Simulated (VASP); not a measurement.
Input of a VASP 6.6.1 run:

The input INCAR:

```
SYSTEM = WC
PREC = Accurate ; ENCUT = 600
EDIFF = 1E-6 ; ISMEAR = 1
SIGMA = 0.1 ; LREAL = .FALSE.
LASPH = .TRUE. ; NELM = 100
ALGO = Normal ; ISIF = 3
LWAVE = .FALSE. ; LCHARG = .FALSE.
GGA = PS ; IBRION = 2
NSW = 80 ; EDIFFG = -0.02
PSTRESS = 20.0
```

KPOINTS

```
regular mesh
0
G
  11 11 11
  0 0 0
```

Contents of POSCAR:

```
WC
1.0
    0.0000000000      2.1926840000      2.1926840000
    2.1926840000      0.0000000000      2.1926840000
    2.1926840000      2.1926840000      0.0000000000
W C
1 1
Direct
    0.0000000000      0.0000000000      0.0000000000
    0.5000000000      0.5000000000      0.5000000000
```

Potentials or basis: VASP PAW PBE potentials, release 64 (W_sv, C).

Command:

```sh
$ cat potpaw_PBE.64/W_sv/POTCAR potpaw_PBE.64/C/POTCAR > POTCAR
$ mpirun -np 1 vasp_std > vasp.out
```

Question: Predict the relaxed volume.

Answer: 10.23 Å³/atom.

Question: Predict the relaxed cell.

Answer: a = 3.070 Å, b = 3.070 Å, c = 3.070 Å, α = 60.00°, β = 60.00°, γ = 60.00°.

Final structure:
```yaml
crystal:
  lattice:
    - [0.00000, 2.17117, 2.17117]
    - [2.17117, 0.00000, 2.17117]
    - [2.17117, 2.17117, 0.00000]
  atoms:
    - { symbol: W, position: [0.00000, 0.00000, 0.00000] }
    - { symbol: C, position: [0.50000, 0.50000, 0.50000] }
```

Caveat: the cell is relaxed towards a set pressure, so the enthalpy falls and the energy may rise; the PAW data sets were made with another functional, which shifts forces and pressure a little.
